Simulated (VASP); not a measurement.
NdCdC:

```
CELL_PARAMETERS angstrom
3.88028 0.00000 0.00000
0.00000 3.92065 0.00000
0.00000 0.00000 4.00246
ATOMIC_POSITIONS crystal
Nd 0.00000 0.00000 0.00000
Cd 0.50000 0.50000 0.50000
C 0.50000 0.50000 0.00000
```

The cell was generated, and may not be a known phase.

- Program: VASP 6.6.1
- Task: relaxation of cell and atoms
- Functional: PBE
- Potentials or basis: VASP PAW PBE potentials, release 64 (Nd_3, Cd, C), 4f in core
- Cutoff: 600 eV
- k mesh: 12 × 12 × 12
- Occupations: gaussian, width 0.1 eV
- Spin: no spin polarisation

At the start: pressure 4.7 GPa; volume 20.30 Å³/atom.

Task: How do energy, volume and symmetry change on relaxing?

Result: Over 10 steps the energy falls by 156.8 meV/atom and the volume is 20.56 Å³/atom (+1.3 %); space group P4/mmm (No. 123, to 0.1 Å) before and after.

The path:
| step | energy change (eV) | largest force (eV/Å) | pressure (GPa) | volume (Å³) |
| --- | --- | --- | --- | --- |
| 1 | 0.0000 | 0.0000 | 4.66 | 60.89 |
| 2 | -0.4105 | 0.0000 | -4.54 | 65.71 |
| 3 | -0.4209 | 0.0000 | -3.66 | 64.78 |
| 4 | -0.4667 | 0.0000 | 1.22 | 60.86 |
| 5 | -0.4704 | 0.0000 | 0.07 | 61.66 |
| 6 | -0.4704 | 0.0000 | -0.01 | 61.72 |
| 7 | -0.4705 | 0.0000 | -0.05 | 61.75 |
| 8 | -0.4705 | 0.0000 | -0.08 | 61.78 |
| 9 | -0.4705 | 0.0000 | -0.07 | 61.77 |
| 10 | -0.4705 | 0.0000 | 0.04 | 61.69 |

Final structure:
```
CELL_PARAMETERS angstrom
3.72349 0.00000 0.00000
0.00000 3.72319 0.00000
0.00000 0.00000 4.44971
ATOMIC_POSITIONS crystal
Nd 0.00000 0.00000 0.00000
Cd 0.50000 0.50000 0.50000
C 0.50000 0.50000 0.00000
```
